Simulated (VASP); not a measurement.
# Ta2Si (P-3m1) in VASP: notebook

Runs on Ta2Si. Level: PBEsol. Tasks: relaxation of cell and atoms, single point.

Program: VASP 6.6.1. These are calculated values, not measurements. Logs are shortened: lines on timing, memory, paths and dates and some standing lists are left out, and cuts for length are marked.

### 1 The cell of the first run

Symmetry: P-3m1, No. 164, trigonal system. The conventional cell has a = 3.260 Å, b = 3.260 Å, c = 5.579 Å, α = 90.00°, β = 90.00°, γ = 120.00°. Ta (site symmetry 3m) has 3 Si at 2.56 Å and 9 Ta at 2.83 to 3.26 Å within 3.4 Å. Si (site symmetry -3m) has 6 Ta at 2.56 Å and 6 Si at 3.26 Å within 3.4 Å.

### 2 Relaxation of cell and atoms, PBEsol

INCAR reads:

```
PREC     = Accurate       # precision mode
ENCUT    = 600            # plane-wave cutoff, eV
EDIFF    = 1E-7           # SCF threshold, eV
ISMEAR   = 0              # smearing method
SIGMA    = 0.1            # smearing width, eV
LREAL    = False          # projectors in reciprocal space
LASPH    = True           # aspherical terms in the spheres
NELM     = 80             # most SCF steps
ALGO     = Fast           # electronic algorithm
ISIF     = 3              # what is computed and relaxed
LWAVE    = False          # write WAVECAR
LCHARG   = False          # write CHGCAR
GGA      = PS             # functional
IBRION   = 2              # ionic algorithm
NSW      = 80             # ionic steps
EDIFFG   = -0.01          # ionic threshold
```

KPOINTS reads:

```
regular mesh
0
Gamma
  12 12 8
```

POSCAR reads:

```
Ta2Si
1.0
    3.2596821700      0.0000000000      0.0000000000
   -1.6298410850      2.8229675675      0.0000000000
    0.0000000000      0.0000000000      5.5794092111
Ta Si
2 1
Direct
    0.3333333333      0.6666666667      0.3104850237
    0.6666666667      0.3333333333      0.6895149763
    0.0000000000      0.0000000000      0.0000000000
```

Potentials or basis: VASP PAW PBE potentials, release 64 (Ta_pv, Si).

Launch:

```sh
$ cat potpaw_PBE.64/Ta_pv/POTCAR potpaw_PBE.64/Si/POTCAR > POTCAR
$ mpirun -np 1 vasp_std > vasp.out
```

OUTCAR:

```text
PREC = Accurate
   ENCUT = 600
   EDIFF = 1E-7
   ISMEAR = 0
   LREAL = False
   LASPH = True
   NELM = 80
   ISIF = 3
   GGA = PS
   IBRION = 2
   NSW = 80
   EDIFFG = -0.01

 ion  position               nearest neighbor table
   1  0.333  0.667  0.310-   3 2.56   3 2.56   3 2.56   2 2.83   2 2.83   2 2.83
   2  0.667  0.333  0.690-   3 2.56   3 2.56   3 2.56   1 2.83   1 2.83   1 2.83
   3  0.000  0.000  0.000-   1 2.56   2 2.56   2 2.56   1 2.56   2 2.56   1 2.56

  LATTYP: Found a hexagonal cell.
 ALAT       =     3.2596821700
 C/A-ratio  =     1.7116420927

  Lattice vectors:

 A1 = (   3.2596821700,   0.0000000000,   0.0000000000)
 A2 = (  -1.6298410850,   2.8229675675,   0.0000000000)
 A3 = (   0.0000000000,   0.0000000000,   5.5794092111)

Analysis of symmetry for initial positions (statically):
=====================================================================
 Subroutine PRICEL returns:
 Original cell was already a primitive cell.

 Routine SETGRP: Setting up the symmetry group for a
 hexagonal supercell.

 Subroutine GETGRP returns: Found 12 space group operations
 (whereof 12 operations were pure point group operations)
 out of a pool of 24 trial point group operations.

The static configuration has the point symmetry D_3d.

Analysis of symmetry for dynamics (positions and initial velocities):
=====================================================================
 Subroutine PRICEL returns:
 Original cell was already a primitive cell.

 Routine SETGRP: Setting up the symmetry group for a
 hexagonal supercell.

 Subroutine GETGRP returns: Found 12 space group operations
 (whereof 12 operations were pure point group operations)
 out of a pool of 24 trial point group operations.

The dynamic configuration has the point symmetry D_3d.

 Subroutine INISYM returns: Found 12 space group operations
 (whereof 12 operations are pure point group operations),
 and found     1 'primitive' translations

----------------------------------------------------------------------------------------

                                     Primitive cell

  volume of cell :      51.3416

  direct lattice vectors                    reciprocal lattice vectors
     3.259682170  0.000000000  0.000000000     0.306778375  0.177118578  0.000000000
    -1.629841085  2.822967568  0.000000000     0.000000000  0.354237155  0.000000000
     0.000000000  0.000000000  5.579409211     0.000000000  0.000000000  0.179230446

[... 97 lines left out ...]
   NUPDOWN=      -1.0000    fix difference up-down
   EMIN   =  10.00;   EMAX   =-10.00  energy-range for DOS
   EFERMI =   0.00;   METHOD = LEGACY
   ISMEAR =     0;   SIGMA  =   0.10  broadening in eV -4-tet -1-fermi 0-gaus
   EFERMI_NEDOS =   21; number of points for ismear=-14 and -15
   IALGO  =     68    algorithm
   IMIX   =      4    mixing-type and parameters
     AMIX     =   0.40;   BMIX     =  1.00
     AMIX_MAG =   1.60;   BMIX_MAG =  1.00
  volume/ion in A,a.u.               =      17.11       115.49
  Fermi-wavevector in a.u.,A,eV,Ry     =   1.304897  2.465897 23.167397  1.702756
  Thomas-Fermi vector in A             =   2.435802
   LORBIT       =      0    0 simple, 1 ext, 2 COOP (PROOUT), +10 PAW based schemes
   GGA     = PS    functional components
   LHFCALC =     F    Hartree Fock is set to
   AEXX    =    0.0000 exact exchange contribution
   IVDW    =     0    specifies the selected vdW correction
   LEPSILON=     F    determine dielectric tensor
   LRPA    =     F    only Hartree local field effects (RPA)
 conjugate gradient relaxation of ions
 non-spin polarized calculation
 RMM-DIIS sequential band-by-band and
 Gauss-broadening in eV      SIGMA  =   0.10
  energy-cutoff  :      600.00
  volume of cell :       51.34
 maximum number of plane-waves:      1750
 NGX is ok and might be reduce to    28

--------------------------------------- Ionic step        1  -------------------------------------------

 number of electron      26.0000000 magnetization

 Free energy of the ion-electron system (eV)
  ---------------------------------------------------
  ext. energy  EPLUGINS =         0.00000000
  ---------------------------------------------------
  free energy    TOTEN  =       -30.90201961 eV

  energy without entropy =      -30.89516859  energy(sigma->0) =      -30.89859410

------------------------ aborting loop because EDIFF is reached ----------------------------------------

  FORCE on cell =-STRESS in cart. coord.  units (eV):
  Direction    XX          YY          ZZ          XY          YZ          ZX
  --------------------------------------------------------------------------------------
  -------------------------------------------------------------------------------------
  Total        0.3644988      0.3644988     -0.5236778      0.0000000      0.0000000      0.0000000
  in kB       11.3746316     11.3746316    -16.3420081      0.0000000      0.0000000      0.0000000
  external PRESSURE =       2.1357517 kB  Pullay stress =       0.0000000 kB
[... 209 lines left out ...]
--------------------------------------- Ionic step        7  -------------------------------------------

 number of electron      25.9999999 magnetization

 Free energy of the ion-electron system (eV)
  ---------------------------------------------------
  ext. energy  EPLUGINS =         0.00000000
  ---------------------------------------------------
  free energy    TOTEN  =       -30.90921463 eV

  energy without entropy =      -30.90154866  energy(sigma->0) =      -30.90538165

 E-fermi :   6.6140     XC(G=0): -12.1444

 val. band max:        6.6126481356   @ k =   0.1667  -0.0000   0.0000
 cond. band min:       6.6141821021   @ k =  -0.0833   0.5000   0.1250
 fundamental gap:      0.0015339665
 Fermi energy:         6.6140029393

 k-point     1 :       0.0000    0.0000    0.0000
  band No.  band energies     occupation
      1     -28.0065      2.00000
      2     -27.5338      2.00000
      3     -27.5338      2.00000
      4     -27.3451      2.00000
      5     -27.3451      2.00000
      6     -27.3103      2.00000
[... 457 lines left out ...]
      4     -27.4079      2.00000
      5     -27.3512      2.00000
      6     -27.2962      2.00000
[... 9 lines left out ...]
     16       7.3811      0.00000
     17       8.5945      0.00000

 [... further k-points ...]

------------------------ aborting loop because EDIFF is reached ----------------------------------------

  FORCE on cell =-STRESS in cart. coord.  units (eV):
  Direction    XX          YY          ZZ          XY          YZ          ZX
  --------------------------------------------------------------------------------------
  -------------------------------------------------------------------------------------
  Total        0.0018485      0.0018485     -0.0125376      0.0000000     -0.0000000      0.0000000
  in kB        0.0574611      0.0574611     -0.3897278      0.0000000     -0.0000000      0.0000000
  external PRESSURE =      -0.0916019 kB  Pullay stress =       0.0000000 kB
[... 18 lines left out ...]
  FREE ENERGIE OF THE ION-ELECTRON SYSTEM (eV)
  ---------------------------------------------------
  free  energy   TOTEN  =       -30.9092146325 eV

  energy  without entropy=      -30.9015486640  energy(sigma->0) =      -30.90538165

 reached required accuracy - stopping structural energy minimisation
```

CONTCAR:

```text
Ta2Si
   1.00000000000000
     3.2905901924168957    0.0000000000000000    0.0000000000000000
    -1.6452950962084478    2.8497347000942503    0.0000000000000000
    -0.0000000000000000    0.0000000000000000    5.4964999970408144
  Ta              Si
     2     1
Direct
     0.3333333332999970    0.6666666667000030    0.3102499017470157
     0.6666666667000030    0.3333333332999970    0.6897500982529842
     0.0000000000000000    0.0000000000000000    0.0000000000000000

  0.00000000E+00  0.00000000E+00  0.00000000E+00
  0.00000000E+00  0.00000000E+00  0.00000000E+00
  0.00000000E+00  0.00000000E+00  0.00000000E+00
```

Run time: 4.7 min. Hardware: 1 thread of Intel Xeon 6975P-C (Granite Rapids), shared host; peak memory 0.3 GiB.

What came out:

| Item | Value |
| --- | --- |
| Free energy | -30.9092 eV |
| Relaxed volume | 17.18 Å³/atom |
| Relaxed cell | a = 3.291 Å, b = 3.291 Å, c = 5.497 Å, α = 90.00°, β = 90.00°, γ = 120.00° |
| Space group after relaxing (to 0.1 Å) | P-3m1 (No. 164) |
| Energy gained by relaxing | 2.4 meV/atom |
| Ionic steps | 7 |
| Pressure after relaxing | 0.0 GPa |
| Band gap on the k mesh | zero (bands 13 and 14 overlap by 1.06 eV) |

Step by step:
```csv
step,energy change (eV),largest force (eV/Å),pressure (GPa),volume (Å³)
1,0.0000,0.1367,0.21,51.34
2,-0.0058,0.0700,-0.07,51.51
3,-0.0059,0.0964,-0.10,51.53
4,-0.0068,0.0539,0.19,51.47
5,-0.0070,0.0216,0.40,51.42
6,-0.0069,0.0292,-0.57,51.71
7,-0.0072,0.0005,-0.01,51.54
```

Final structure:
```
Ta Si
1.0
     3.29059    0.00000    0.00000
    -1.64530    2.84973    0.00000
     0.00000    0.00000    5.49650
Ta Si
2 1
Direct
  0.33333 0.66667 0.31025
  0.66667 0.33333 0.68975
  0.00000 0.00000 0.00000
```

Levels at points of the mesh, in eV from the Fermi level:
| k point | band 9 | band 10 | band 11 | band 12 | band 13 | band 14 | band 15 | band 16 | band 17 |
| --- | --- | --- | --- | --- | --- | --- | --- | --- | --- |
| (0.00, 0.00, 0.00) | -3.71 | -0.77 | -0.77 | -0.61 | -0.61 | 0.72 | 1.16 | 1.56 | 1.56 |
| (0.50, 0.00, 0.00) | -3.72 | -3.70 | -1.99 | -1.87 | 0.81 | 1.49 | 2.96 | 3.30 | 3.65 |
| (0.00, 0.00, 0.50) | -3.29 | -1.35 | -1.35 | -0.54 | -0.54 | 0.92 | 2.56 | 2.56 | 2.62 |
| (0.50, 0.00, 0.50) | -3.78 | -2.65 | -1.30 | -0.70 | -0.66 | -0.24 | -0.13 | 3.59 | 3.74 |

Caveat: the PAW data sets were made with another functional, which shifts forces and pressure a little; spin-orbit coupling is left out, which moves the levels of the heavy elements. Zero-point motion and thermal expansion aren't in these numbers.

### 3 Single point, PBEsol

This run uses another cell than the first one: it holds 9 atoms, not 3.

INCAR reads:

```
ALGO = Fast ; EDIFF = 1E-7
ENCUT = 520 ; GGA = PS
ISIF = 2 ; ISMEAR = 0
LASPH = True ; LCHARG = False
LREAL = False ; LWAVE = False
NBANDS = 49 ; NELM = 80
PREC = Accurate ; SIGMA = 0.1
```

KPOINTS reads:

```
k-points
0
Gamma
  8 6 6
```

POSCAR reads:

```
Ta2Si
1.0
    0.0000000000      0.0000000000     -5.4977309400
   -4.9316454737     -2.8472868418      0.0000000000
    0.0000000000      5.6945736836      0.0000000000
Ta Si
6 3
Direct
    0.6903077306      0.6666666667      0.6666666667
    0.6903077306      1.0000000000      0.3333333333
    0.6903077306      0.3333333333      1.0000000000
    0.3096922694      0.3333333333      0.3333333333
    0.3096922694      0.6666666667      1.0000000000
    0.3096922694      1.0000000000      0.6666666667
    1.0000000000      0.6666666667      0.3333333333
    1.0000000000      1.0000000000      0.0000000000
    1.0000000000      0.3333333333      0.6666666667
```

Potentials or basis: VASP PAW PBE potentials, release 64 (Ta_pv, Si).

Launch:

```sh
$ cat potpaw_PBE.64/Ta_pv/POTCAR potpaw_PBE.64/Si/POTCAR > POTCAR
$ mpirun -np 1 vasp_std > vasp.out
```

OUTCAR:

```text
EDIFF = 1E-7
   ENCUT = 520
   GGA = PS
   ISIF = 2
   ISMEAR = 0
   LASPH = True
   LREAL = False
   NELM = 80
   PREC = Accurate

 ion  position               nearest neighbor table
   1  0.690  0.667  0.667-   8 2.55   9 2.55   7 2.55   6 2.83   5 2.83   4 2.83   3 3.29   2 3.29
                             2 3.29   3 3.29   3 3.29   2 3.29
   2  0.690  0.000  0.333-   7 2.55   8 2.55   9 2.55   5 2.83   4 2.83   6 2.83   3 3.29   1 3.29
                             1 3.29   3 3.29   1 3.29   3 3.29
   3  0.690  0.333  0.000-   8 2.55   9 2.55   7 2.55   6 2.83   4 2.83   5 2.83   1 3.29   2 3.29
                             2 3.29   1 3.29   2 3.29   1 3.29
   4  0.310  0.333  0.333-   8 2.55   7 2.55   9 2.55   2 2.83   3 2.83   1 2.83   5 3.29   6 3.29
                             6 3.29   6 3.29   5 3.29   5 3.29
   5  0.310  0.667  0.000-   8 2.55   7 2.55   9 2.55   2 2.83   1 2.83   3 2.83   4 3.29   6 3.29
                             6 3.29   4 3.29   4 3.29   6 3.29
   6  0.310  0.000  0.667-   9 2.55   8 2.55   7 2.55   3 2.83   1 2.83   2 2.83   5 3.29   4 3.29
                             5 3.29   4 3.29   5 3.29   4 3.29
   7  0.000  0.667  0.333-   2 2.55   5 2.55   3 2.55   6 2.55   4 2.55   1 2.55
   8  0.000  0.000  0.000-   1 2.55   3 2.55   4 2.55   5 2.55   2 2.55   6 2.55
   9  0.000  0.333  0.667-   6 2.55   3 2.55   5 2.55   2 2.55   1 2.55   4 2.55
[... 7 lines left out ...]
 A1 = (  -4.9316454737,  -2.8472868418,   0.0000000000)
 A2 = (   0.0000000000,   5.6945736836,   0.0000000000)
 A3 = (   0.0000000000,   0.0000000000,  -5.4977309400)

Analysis of symmetry for initial positions (statically):
=====================================================================
 Subroutine PRICEL returns following result:

  LATTYP: Found a hexagonal cell.
 ALAT       =     3.2877636488
 C/A-ratio  =     1.6721794895

  Lattice vectors:

 A1 = (   3.2877636488,  -0.0000000006,   0.0000000000)
 A2 = (  -1.6438818244,  -2.8472868415,   0.0000000000)
 A3 = (   0.0000000000,   0.0000000000,  -5.4977309400)

   3 primitive cells build up your supercell.

 Routine SETGRP: Setting up the symmetry group for a
 hexagonal supercell.

 Subroutine GETGRP returns: Found 12 space group operations
[... 161 lines left out ...]
 non-spin polarized calculation
 RMM-DIIS sequential band-by-band and
 Gauss-broadening in eV      SIGMA  =   0.10
  energy-cutoff  :      520.00
  volume of cell :      154.40
 maximum number of plane-waves:      4174
 NGX is ok and might be reduce to    42

 number of electron      77.9999999 magnetization

 Free energy of the ion-electron system (eV)
  ---------------------------------------------------
  ext. energy  EPLUGINS =         0.00000000
  ---------------------------------------------------
  free energy    TOTEN  =       -92.71053426 eV

  energy without entropy =      -92.68404449  energy(sigma->0) =      -92.69728937

 E-fermi :   6.6380     XC(G=0): -12.1520

 val. band max:        6.6361937506   @ k =   0.3750   0.1667   0.0000
 cond. band min:       6.6418067971   @ k =   0.5000   0.1667   0.1667
 fundamental gap:      0.0056130466
 Fermi energy:         6.6380179750

 k-point     1 :       0.0000    0.0000    0.0000
  band No.  band energies     occupation
      1     -27.9914      2.00000
      2     -27.8605      2.00000
      3     -27.8605      2.00000
      4     -27.8605      2.00000
      5     -27.8605      2.00000
      6     -27.8203      2.00000
[... 1237 lines left out ...]
     48       9.1970      0.00000
     49       9.1971      0.00000

 [... further k-points ...]

------------------------ aborting loop because EDIFF is reached ----------------------------------------

  FORCE on cell =-STRESS in cart. coord.  units (eV):
  Direction    XX          YY          ZZ          XY          YZ          ZX
  --------------------------------------------------------------------------------------
  -------------------------------------------------------------------------------------
  Total        0.2613344      0.2613344      0.2359283      0.0000000      0.0000000      0.0000000
  in kB        2.7118812      2.7118812      2.4482407      0.0000000      0.0000000      0.0000000
  external PRESSURE =       2.6240010 kB  Pullay stress =       0.0000000 kB

 VOLUME and BASIS-vectors are now :
 -----------------------------------------------------------------------------
  energy-cutoff  :      520.00
  volume of cell :      154.40
      direct lattice vectors                 reciprocal lattice vectors
     0.000000000  0.000000000 -5.497730940     0.000000000  0.000000000 -0.181893223
    -4.931645474 -2.847286842  0.000000000    -0.202772078  0.000000000  0.000000000
     0.000000000  5.694573684  0.000000000    -0.101386039  0.175605771  0.000000000

 POSITION                                       TOTAL-FORCE (eV/Angst)
 -----------------------------------------------------------------------------------
     -3.28776      1.89819     -3.79513         0.000000     -0.000000      0.032951
      0.00000      1.89819     -3.79513         0.000000     -0.000000      0.032951
     -1.64388     -0.94910     -3.79513         0.000000      0.000000      0.032951
     -1.64388      0.94910     -1.70260         0.000000     -0.000000     -0.032951
     -3.28776     -1.89819     -1.70260        -0.000000      0.000000     -0.032951
      0.00000      3.79638     -1.70260        -0.000000      0.000000     -0.032951
     -3.28776     -0.00000      0.00000        -0.000000      0.000000      0.000000
      0.00000      0.00000      0.00000        -0.000000      0.000000      0.000000
     -1.64388      2.84729      0.00000        -0.000000      0.000000      0.000000
 -----------------------------------------------------------------------------------
    total drift:                               -0.000000     -0.000000     -0.000000

  FREE ENERGIE OF THE ION-ELECTRON SYSTEM (eV)
  ---------------------------------------------------
  free  energy   TOTEN  =       -92.7105342572 eV

  energy  without entropy=      -92.6840444926  energy(sigma->0) =      -92.69728937
```

Run time: 3.7 min. Hardware: 1 thread of Intel Xeon 6975P-C (Granite Rapids), shared host; peak memory 0.41 GiB.

What came out:

| Item | Value |
| --- | --- |
| Free energy | -92.7105 eV |
| Pressure | 0.3 GPa |
| Largest force | 0.033 eV/Å |
| Band gap on the k mesh | zero (bands 39 and 40 overlap by 1.03 eV) |

Forces in eV/Å, atoms in the order of the input:
```
Ta   0.000  0.000  0.033
Ta   0.000  0.000  0.033
Ta   0.000  0.000  0.033
Ta   0.000  0.000 -0.033
Ta   0.000  0.000 -0.033
Ta   0.000  0.000 -0.033
Si   0.000  0.000  0.000
Si   0.000  0.000  0.000
Si   0.000  0.000  0.000
```

Levels at points of the mesh, in eV from the Fermi level:
| k point | band 36 | band 37 | band 38 | band 39 | band 40 | band 41 | band 42 | band 43 |
| --- | --- | --- | --- | --- | --- | --- | --- | --- |
| (0.00, 0.00, 0.00) | -0.78 | -0.78 | -0.61 | -0.61 | 0.74 | 1.11 | 1.24 | 1.24 |
| (0.50, 0.00, 0.00) | -1.36 | -1.36 | -0.55 | -0.55 | 0.87 | 2.08 | 2.08 | 2.27 |
| (0.00, 0.50, 0.00) | -1.43 | -0.92 | -0.92 | 0.79 | 1.11 | 1.11 | 1.23 | 1.23 |
| (0.50, 0.50, 0.00) | -1.04 | -1.04 | -0.69 | -0.68 | -0.24 | -0.16 | 0.26 | 0.26 |

Caveat: the PAW data sets were made with another functional, which shifts forces and pressure a little; spin-orbit coupling is left out, which moves the levels of the heavy elements.
